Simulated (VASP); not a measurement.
A run of VASP 6.6.1:

File INCAR:

```
SYSTEM = SiO2
ALGO = Normal
EDIFF = 1E-7
EDIFFG = -0.005
ENCUT = 600
GGA = CA
GGA_COMPAT = .False.
IBRION = 2
ISIF = 4
ISMEAR = -1
LASPH = .True.
LCHARG = .False.
LREAL = .False.
LWAVE = .False.
NELM = 120
NELMIN = 4
NSW = 50
PREC = Accurate
SIGMA = 0.08
```

File KPOINTS:

```
k-points
0
Gamma
  8 8 11
  0 0 0
```

Contents of POSCAR:

```
SiO2
1.0
    3.9815332446      0.0000000000      0.0000000000
    0.0000000000      3.9815332446      0.0000000000
    0.0000000000      0.0000000000      2.5504165070
Si O
2 4
Direct
    0.0000000000      0.0000000000      0.0000000000
    0.5000000000      0.5000000000      0.5000000000
    0.3055797227      0.3055797227      0.0000000000
    0.6944202773      0.6944202773      0.0000000000
    0.8055797227      0.1944202773      0.5000000000
    0.1944202773      0.8055797227      0.5000000000
```

Potentials or basis: VASP PAW LDA potentials, release 64 (Si, O).

The run is started by

```sh
$ cat potpaw_LDA.64/Si/POTCAR potpaw_LDA.64/O/POTCAR > POTCAR
$ mpirun -np 1 vasp_std > vasp.out
```

Hardware: 1 thread of AMD EPYC 9R45 96-Core Processor (Zen 5), with other jobs on the host.

Question: How long does it take, and how much memory?

Answer: It took 2.8 min on 1 thread of AMD EPYC 9R45 96-Core Processor (Zen 5), with other jobs on the host, peak memory 0.16 GiB. Counts: scf iterations 61, k points 90, ion steps 8.
